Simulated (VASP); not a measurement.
# InSb (F-43m) in VASP: settings compared

InSb is run at these levels: PBEsol, PBE+D4; tasks: single point.

Program: VASP 6.6.1. These are calculated values, not measurements. Logs are shortened: lines on timing, memory, paths and dates and some standing lists are left out, and cuts for length are marked.

**The experiment to reproduce.**

From “Electronic Structure and Epitaxy of CdTe Shells on InSb Nanowires”, 2021, arxiv:2111.05126, for a bulk crystal of InSb: band gap 0.24 eV.

The runs below are set against these values where they give the same quantity.

## Step 1: The cell of the first run

Symmetry: F-43m, No. 216, cubic system. Conventional cell: a = 6.434 Å, b = 6.434 Å, c = 6.434 Å, α = 90.00°, β = 90.00°, γ = 90.00°. In (site symmetry -43m) has 4 Sb at 2.79 Å within 3.7 Å. Within 3.7 Å of Sb (site symmetry -43m) lie 4 In at 2.79 Å.

## Step 2: Single point, PBEsol (volume scaled by 0.96)

Input file INCAR:

```
SYSTEM = InSb
ALGO = Normal
EDIFF = 1E-7
ENCUT = 520
GGA = PS
ISIF = 2
ISMEAR = 0
LASPH = .TRUE.
LCHARG = .TRUE.
LELF = .TRUE.
LREAL = .FALSE.
LVHAR = .TRUE.
LWAVE = .FALSE.
NBANDS = 16
NELM = 60
PREC = Accurate
SIGMA = 0.05
```

Input file KPOINTS:

```
k-points
0
G
  6 6 6
  0 0 0
```

Input file POSCAR:

```
InSb
1.0
    0.0000000000      3.2171096645      3.2171096645
    3.2171096645      0.0000000000      3.2171096645
    3.2171096645      3.2171096645      0.0000000000
In Sb
1 1
Direct
    0.0000000000      0.0000000000      0.0000000000
    0.7500000000      0.7500000000      0.7500000000
```

Potentials or basis: VASP PAW PBE potentials, release 64 (In_d, Sb).

Launch:

```
cat potpaw_PBE.64/In_d/POTCAR potpaw_PBE.64/Sb/POTCAR > POTCAR
mpirun -np 1 vasp_std > vasp.out
```

OUTCAR:

```text
SYSTEM = InSb
   EDIFF = 1E-7
   ENCUT = 520
   GGA = PS
   ISIF = 2
   ISMEAR = 0
   LASPH = .TRUE.
   LREAL = .FALSE.
   NELM = 60
   PREC = Accurate

 ion  position               nearest neighbor table
   1  0.000  0.000  0.000-   2 2.79   2 2.79   2 2.79   2 2.79
   2  0.750  0.750  0.750-   1 2.79   1 2.79   1 2.79   1 2.79

  LATTYP: Found a face centered cubic cell.
 ALAT       =     6.4342193290

  Lattice vectors:

 A1 = (   0.0000000000,   3.2171096645,   3.2171096645)
 A2 = (   3.2171096645,   0.0000000000,   3.2171096645)
 A3 = (   3.2171096645,   3.2171096645,   0.0000000000)

Analysis of symmetry for initial positions (statically):
=====================================================================
 Subroutine PRICEL returns:
 Original cell was already a primitive cell.

 Routine SETGRP: Setting up the symmetry group for a
 face centered cubic supercell.

 Subroutine GETGRP returns: Found 24 space group operations
 (whereof 24 operations were pure point group operations)
 out of a pool of 48 trial point group operations.

The static configuration has the point symmetry T_d .

Analysis of symmetry for dynamics (positions and initial velocities):
=====================================================================
 Subroutine PRICEL returns:
 Original cell was already a primitive cell.

 Routine SETGRP: Setting up the symmetry group for a
 face centered cubic supercell.

 Subroutine GETGRP returns: Found 24 space group operations
 (whereof 24 operations were pure point group operations)
 out of a pool of 48 trial point group operations.

The dynamic configuration has the point symmetry T_d .

 Subroutine INISYM returns: Found 24 space group operations
 (whereof 24 operations are pure point group operations),
 and found     1 'primitive' translations

----------------------------------------------------------------------------------------

                                     Primitive cell

  volume of cell :      66.5928

  direct lattice vectors                    reciprocal lattice vectors
     0.000000000  3.217109665  3.217109665    -0.155419010  0.155419010  0.155419010
     3.217109665  0.000000000  3.217109665     0.155419010 -0.155419010  0.155419010
     3.217109665  3.217109665  0.000000000     0.155419010  0.155419010 -0.155419010

  length of vectors
     4.549680119  4.549680119  4.549680119     0.269193622  0.269193622  0.269193622

  position of ions in fractional coordinates (direct lattice)
     0.000000000  0.000000000  0.000000000
     0.750000000  0.750000000  0.750000000

  ion indices of the primitive-cell ions
   primitive index   ion index
                 1           1
                 2           2

----------------------------------------------------------------------------------------

 KPOINTS: k-points

Automatic generation of k-mesh.
 Grid dimensions read from file:
 generate k-points for:    6    6    6

 Generating k-lattice:

  Cartesian coordinates                     Fractional coordinates (reciprocal lattice)
    -0.025903168  0.025903168  0.025903168     0.166666667  0.000000000  0.000000000
     0.025903168 -0.025903168  0.025903168     0.000000000  0.166666667  0.000000000
     0.025903168  0.025903168 -0.025903168     0.000000000  0.000000000  0.166666667

  Length of vectors
     0.044865604  0.044865604  0.044865604

  Shift w.r.t. Gamma in fractional coordinates (k-lattice)
     0.000000000  0.000000000  0.000000000

 Subroutine IBZKPT returns following result:
 ===========================================

 Found     16 irreducible k-points:

 Following reciprocal coordinates:
            Coordinates               Weight
  0.000000  0.000000  0.000000      1.000000
  0.166667  0.000000  0.000000      8.000000
  0.333333  0.000000  0.000000      8.000000
  0.500000  0.000000  0.000000      4.000000
  0.166667  0.166667  0.000000      6.000000
  0.333333  0.166667  0.000000     24.000000
[... 8 lines left out ...]
 -0.333333  0.333333  0.166667     24.000000
 -0.333333  0.500000  0.166667     12.000000
   k-points           NKPTS =     16   k-points in BZ     NKDIM =     16   number of bands    NBANDS=     16
   number of dos      NEDOS =    301   number of ions     NIONS =      2
   total plane-waves  NPLWV =  46656
   dimension x,y,z NGX =    36 NGY =   36 NGZ =   36
   dimension x,y,z NGXF=    72 NGYF=   72 NGZF=   72
   ions per type =               1   1
   NGX,Y,Z   is equivalent  to a cutoff of  13.15, 13.15, 13.15 a.u.
   NGXF,Y,Z  is equivalent  to a cutoff of  26.31, 26.31, 26.31 a.u.
 SYSTEM =  InSb
   PREC   = accura    normal or accurate (medium, high low for compatibility)
   ISTART =      0    job   : 0-new  1-cont  2-samecut
   ICHARG =      2    charge: 1-file 2-atom 10-const
   ISPIN  =      1    spin polarized calculation?
   LNONCOLLINEAR =      F non collinear calculations
   LSORBIT =      F    spin-orbit coupling
   LASPH  =      T    aspherical Exc in radial PAW
   ENCUT  =  520.0 eV  38.22 Ry    6.18 a.u.   8.46  8.46  8.46*2*pi/ulx,y,z
   NELM   =     60;   NELMIN=  2; NELMDL= -5     # of ELM steps
   EDIFF  = 0.1E-06   stopping-criterion for ELM
   LREAL  =      F    real-space projection
   EDIFFG = 0.1E-05   stopping-criterion for IOM
   NSW    =      0    number of steps for IOM
   IBRION =     -1    ionic relax: 0-MD 1-quasi-New 2-CG
   NFREE  =      0    steps in history (QN), initial steepest desc. (CG)
   ISIF   =      2    stress and relaxation
   ISYM   =      2    0-nonsym 1-usesym 2-fastsym
   POTIM  = 0.5000    time-step for ionic-motion
   TEBEG  =    0.0;   TEEND  =   0.0 temperature during run
   PSTRESS=    0.0 pullay stress
   NELECT =      18.0000    total number of electrons
   NUPDOWN=      -1.0000    fix difference up-down
   EMIN   =  10.00;   EMAX   =-10.00  energy-range for DOS
   EFERMI =   0.00;   METHOD = LEGACY
   ISMEAR =     0;   SIGMA  =   0.05  broadening in eV -4-tet -1-fermi 0-gaus
   EFERMI_NEDOS =   21; number of points for ismear=-14 and -15
   IALGO  =     38    algorithm
   IMIX   =      4    mixing-type and parameters
     AMIX     =   0.40;   BMIX     =  1.00
     AMIX_MAG =   1.60;   BMIX_MAG =  1.00
  volume/ion in A,a.u.               =      33.30       224.70
  Fermi-wavevector in a.u.,A,eV,Ry     =   1.058497  2.000270 15.244196  1.120417
  Thomas-Fermi vector in A             =   2.193809
   LORBIT       =      0    0 simple, 1 ext, 2 COOP (PROOUT), +10 PAW based schemes
   GGA     = PS    functional components
   LHFCALC =     F    Hartree Fock is set to
   AEXX    =    0.0000 exact exchange contribution
   IVDW    =     0    specifies the selected vdW correction
   LEPSILON=     F    determine dielectric tensor
   LRPA    =     F    only Hartree local field effects (RPA)
 non-spin polarized calculation
 Gauss-broadening in eV      SIGMA  =   0.05
  energy-cutoff  :      520.00
  volume of cell :       66.59
 maximum number of plane-waves:      1820
 NGX is ok and might be reduce to    36
   NGX = 17   NGY = 17   NGZ = 17

 number of electron      17.9999998 magnetization

 Free energy of the ion-electron system (eV)
  ---------------------------------------------------
  ext. energy  EPLUGINS =         0.00000000
  ---------------------------------------------------
  free energy    TOTEN  =        -7.66047583 eV

  energy without entropy =       -7.66011874  energy(sigma->0) =       -7.66029729

 E-fermi :   5.2081     XC(G=0):  -8.9540

 val. band max:        5.1928764394   @ k =   0.0000   0.0000   0.0000
 cond. band min:       5.6970207006   @ k =   0.5000   0.0000   0.0000
 fundamental gap:      0.5041442612
 Fermi energy:         5.2081050259

 k-point     1 :       0.0000    0.0000    0.0000
  band No.  band energies     occupation
      1      -9.4025      2.00000
      2      -9.4025      2.00000
      3      -9.4025      2.00000
      4      -9.3101      2.00000
      5      -9.3101      2.00000
      6      -5.6922      2.00000
[... 8 lines left out ...]
     15      13.5172      0.00000
     16      13.5172      0.00000

 k-point     2 :       0.1667    0.0000    0.0000
  band No.  band energies     occupation
      1      -9.4162      2.00000
      2      -9.3966      2.00000
      3      -9.3966      2.00000
      4      -9.3105      2.00000
      5      -9.3105      2.00000
      6      -5.4340      2.00000
[... 8 lines left out ...]
     15      12.4792      0.00000
     16      12.4792      0.00000

 k-point     3 :       0.3333    0.0000    0.0000
  band No.  band energies     occupation
      1      -9.4430      2.00000
      2      -9.3861      2.00000
      3      -9.3861      2.00000
      4      -9.3097      2.00000
      5      -9.3097      2.00000
      6      -4.7619      2.00000
[... 8 lines left out ...]
     15      12.9166      0.00000
     16      12.9166      0.00000

 k-point     4 :       0.5000    0.0000    0.0000
  band No.  band energies     occupation
      1      -9.4561      2.00000
      2      -9.3819      2.00000
      3      -9.3819      2.00000
      4      -9.3083      2.00000
      5      -9.3083      2.00000
      6      -4.2618      2.00000
[... 8 lines left out ...]
     15      14.3956      0.00000
     16      14.3956      0.00000
[... 172 lines left out ...]
 k-point    14 :       0.5000    0.3333    0.1667
  band No.  band energies     occupation
      1      -9.4659      2.00000
      2      -9.3745      2.00000
      3      -9.3683      2.00000
      4      -9.3197      2.00000
      5      -9.3060      2.00000
      6      -4.2110      2.00000
[... 8 lines left out ...]
     15      14.0428      0.00000
     16      15.4587      0.00000

 k-point    15 :      -0.3333    0.3333    0.1667
  band No.  band energies     occupation
      1      -9.4719      2.00000
      2      -9.3735      2.00000
      3      -9.3632      2.00000
      4      -9.3179      2.00000
      5      -9.3082      2.00000
      6      -3.7927      2.00000
[... 8 lines left out ...]
     15      14.8235      0.00000
     16      15.3280      0.00000

 k-point    16 :      -0.3333    0.5000    0.1667
  band No.  band energies     occupation
      1      -9.4815      2.00000
      2      -9.3662      2.00000
      3      -9.3565      2.00000
      4      -9.3243      2.00000
      5      -9.3052      2.00000
      6      -3.5902      2.00000
[... 8 lines left out ...]
     15      15.0559      0.00000
     16      15.7322      0.00000

------------------------ aborting loop because EDIFF is reached ----------------------------------------

  FORCE on cell =-STRESS in cart. coord.  units (eV):
  Direction    XX          YY          ZZ          XY          YZ          ZX
  --------------------------------------------------------------------------------------
  -------------------------------------------------------------------------------------
  Total        0.8127687      0.8127687      0.8127687     -0.0000000      0.0000000     -0.0000000
  in kB       19.5546470     19.5546470     19.5546470     -0.0000000      0.0000000     -0.0000000
  external PRESSURE =      19.5546470 kB  Pullay stress =       0.0000000 kB

 VOLUME and BASIS-vectors are now :
 -----------------------------------------------------------------------------
  energy-cutoff  :      520.00
  volume of cell :       66.59
      direct lattice vectors                 reciprocal lattice vectors
     0.000000000  3.217109665  3.217109665    -0.155419010  0.155419010  0.155419010
     3.217109665  0.000000000  3.217109665     0.155419010 -0.155419010  0.155419010
     3.217109665  3.217109665  0.000000000     0.155419010  0.155419010 -0.155419010

 POSITION                                       TOTAL-FORCE (eV/Angst)
 -----------------------------------------------------------------------------------
      0.00000      0.00000      0.00000        -0.000000     -0.000000     -0.000000
      4.82566      4.82566      4.82566         0.000000      0.000000      0.000000
 -----------------------------------------------------------------------------------
    total drift:                                0.000000      0.000000      0.000000

  FREE ENERGIE OF THE ION-ELECTRON SYSTEM (eV)
  ---------------------------------------------------
  free  energy   TOTEN  =        -7.6604758319 eV

  energy  without entropy=       -7.6601187382  energy(sigma->0) =       -7.66029729
```

It took 11 s on 1 thread of Intel Xeon 6975P-C (Granite Rapids), shared host; peak memory 0.21 GiB.

Results:

```yaml
Free_energy: -7.6605 eV
Pressure: 2.0 GPa
Band_gap_on_the_k_mesh: zero (filled and empty bands touch)
```

Caveat: the PAW data sets were made with another functional, which shifts forces and pressure a little; spin-orbit coupling is left out, which moves the levels of the heavy elements.

[end of part 1 of 2]
